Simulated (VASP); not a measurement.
Wanted: the native input for a VASP 6.6.1 run.

| Item | Value |
| --- | --- |
| Task | single point |
| Functional | PBEsol |
| Potentials or basis | VASP PAW PBE potentials, release 64 (Ta_pv) |
| Cutoff | 520 eV |
| k mesh | 22 × 22 × 22 |
| Occupations | gaussian, width 0.15 eV |
| Spin | no spin polarisation |
| Dipole correction | no |
| Further INCAR settings | ALGO = Fast; EDIFF = 1e-06; NBANDS = 12 |

The structure of Ta lies in POSCAR:

```
Ta
1.0
   -1.5130023529      1.5130023529      1.9669030588
    1.5130023529     -1.5130023529      1.9669030588
    1.5130023529      1.5130023529     -1.9669030588
Ta
1
Direct
    0.0000000000      0.0000000000      0.0000000000
```

This cell differs from its parent crystal: ratio of the length along z to the lengths across it x 1.3, volume and fractional coordinates fixed.

The input as run:

INCAR

```
SYSTEM = Ta
PREC = Accurate
ENCUT = 520
EDIFF = 1E-6
ISMEAR = 0
SIGMA = 0.15
LREAL = .False.
LASPH = .True.
NELM = 80
ALGO = Fast
ISIF = 2
LWAVE = .False.
LCHARG = .False.
GGA = PS
NBANDS = 12
```

KPOINTS

```
regular mesh
0
Gamma
  22 22 22
  0 0 0
```

Potentials or basis: VASP PAW PBE potentials, release 64 (Ta_pv).

Run with:

```sh
$ cat potpaw_PBE.64/Ta_pv/POTCAR > POTCAR
$ mpirun -np 1 vasp_std > vasp.out
```

It gave:

```
Pressure : 1.1 GPa
```

Caveat: the PAW data sets were made with another functional, which shifts forces and pressure a little.

It took 93 s on 1 thread of Intel Xeon 6975P-C, on a shared host, peak memory 0.29 GiB.
